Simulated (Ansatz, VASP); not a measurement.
**Two plane-wave programs on KBr**

Contents of POSCAR:

```
KBr
1.0
    0.0000000000      3.7332965328      3.5998073333
    3.7332965328      0.0000000000      3.5998073333
    3.7332965328      3.7332965328      0.0000000000
K Br
1 1
Direct
    0.0000000000      0.0000000000      0.0000000000
    0.2500000000      0.2500000000      0.2500000000
```

Contents of INCAR.step1:

```
SYSTEM = KBr
ALGO = Normal ; EDIFF = 1E-5
ENCUT = 520 ; GGA = PE
ISIF = 2 ; ISMEAR = 0
LASPH = .True. ; LCHARG = .False.
LREAL = .False. ; LWAVE = .True.
NBANDS = 15 ; NELM = 80
PREC = Accurate ; SIGMA = 0.01
```

INCAR.step2

```
SYSTEM = KBr
ALGO = Normal ; EDIFF = 1E-6
ENCUT = 520 ; GGA = PE
HFSCREEN = 0.2079 ; ISIF = 2
ISMEAR = 0 ; ISTART = 1
LASPH = .True. ; LCHARG = .False.
LHFCALC = .True. ; LREAL = .False.
LWAVE = .False. ; NBANDS = 15
NELM = 80 ; PREC = Accurate
PRECFOCK = Normal ; SIGMA = 0.01
```

The input KPOINTS:

```
k-points
0
Gamma
  4 4 4
  0 0 0
```

Input for Ansatz:

```yaml
crystal:
  lattice:
    - [0.0, 3.7332965328, 3.5998073333]
    - [3.7332965328, 0.0, 3.5998073333]
    - [3.7332965328, 3.7332965328, 0.0]
  atoms:
    - { symbol: K, position: [0.0, 0.0, 0.0] }
    - { symbol: Br, position: [0.25, 0.25, 0.25] }
kpoints:
  mp_grid: { grid: [4, 4, 4] }
  band_path:
    path:
      - [0.0, 0.0, 0.0]
      - [-0.5, -0.5, 0.0]
      - [-0.375, -0.375, 0.25]
      - [-0.375, 0.0, 0.375]
      - [0.0, 0.0, 0.5]
      - [-0.5, -0.25, 0.25]
    npoints: 1
hamiltonian:
  xc: hse06
scf:
  occupations: { method: fixed }
  n_extra_bands: 4
output:
  forces: true
  stress: true
  eigenvalues: true
  write_density: true
  write_potential: true
  elf: true
  volumetric_format: npy
```

Change from the starting cell: epitaxial_xy strain +1.2%.

Alike in both runs: task single point; functional HSE06; k mesh 4 × 4 × 4; no spin polarisation.

|  | VASP | Ansatz |
| --- | --- | --- |
| version | VASP 6.6.1 | Ansatz 0.2.0 |
| potentials or method | VASP PAW PBE potentials, release 64 (K_sv, Br) | plane waves, PAW |
| plane-wave cutoff (eV) | 520 | 420 |
| occupations | gaussian, width 0.01 eV | fixed |
| valence electrons in the cell | 16 | 16 |

|  | VASP | Ansatz | Ansatz less VASP |
| --- | --- | --- | --- |
| gap on the k mesh at the Fermi level (eV) | 5.37 | 5.37 | +0.001 |
| pressure (GPa) | 0.2 | 0.1 | -0.02 |

Ansatz's warnings: stress exchange threshold loose, stress scf threshold loose, xc potential rough in thin density.
